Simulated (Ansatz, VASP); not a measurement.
## One calculation of KCl, two programs

Contents of INCAR:

```
SYSTEM = KCl
PREC     = Accurate       ! precision mode
ENCUT    = 520            ! plane-wave cutoff, eV
EDIFF    = 1E-6           ! SCF threshold, eV
ISMEAR   = 0              ! smearing method
SIGMA    = 0.05           ! smearing width, eV
LREAL    = .FALSE.        ! projectors in reciprocal space
LASPH    = .TRUE.         ! aspherical terms in the spheres
NELM     = 100            ! most SCF steps
ALGO     = Normal         ! electronic algorithm
ISIF     = 2              ! what is computed and relaxed
LWAVE    = .FALSE.        ! write WAVECAR
LCHARG   = .FALSE.        ! write CHGCAR
NBANDS   = 15             ! bands
```

KPOINTS

```
regular mesh
0
G
  6 6 6
  0 0 0
```

POSCAR

```
KCl
1.0
    3.6472362000      0.0000000000      0.0000000000
    0.0000000000      3.6472362000      0.0000000000
    0.0000000000      0.0000000000      3.6472362000
K Cl
1 1
Direct
    0.0000000000      0.0000000000      0.0000000000
    0.5000000000      0.5000000000      0.5000000000
```

Input for Ansatz:

```yaml
crystal:
  lattice:
    - [3.6472362, 0.0, 0.0]
    - [0.0, 3.6472362, 0.0]
    - [0.0, 0.0, 3.6472362]
  atoms:
    - { symbol: K, position: [0.0, 0.0, 0.0] }
    - { symbol: Cl, position: [0.5, 0.5, 0.5] }
basis:
  ecutwfc: 420
kpoints:
  mp_grid: { grid: [6, 6, 6] }
hamiltonian:
  xc: lda
scf:
  occupations: { method: gaussian, width: 0.05 }
output:
  forces: true
  stress: true
  eigenvalues: true
```

Change from the starting cell: strain -0.050 along x and y, -0.050 along z, atoms carried along.

Alike in both runs: task single point; functional LDA; k mesh 6 × 6 × 6; occupations gaussian, width 0.05 eV; no spin polarisation.

|  | VASP | Ansatz |
| --- | --- | --- |
| version | VASP 6.6.1 | Ansatz 0.2.0 |
| potentials or method | VASP PAW LDA potentials, release 64 (K_sv, Cl), cutoff 520 eV | scalar-relativistic, plane waves, PAW |
| valence electrons in the cell | 16 | 16 |

|  | VASP | Ansatz | Ansatz less VASP |
| --- | --- | --- | --- |
| gap on the k mesh at the Fermi level (eV) | 5.08 | 5.07 | -0.007 |
| least direct gap on the mesh (eV) | 5.32 | 5.31 | -0.008 |
| pressure (GPa) | -0.2 | -0.3 | -0.09 |

LDA's correlation is that of Perdew and Zunger in VASP and of Perdew and Wang (1992) in Ansatz.
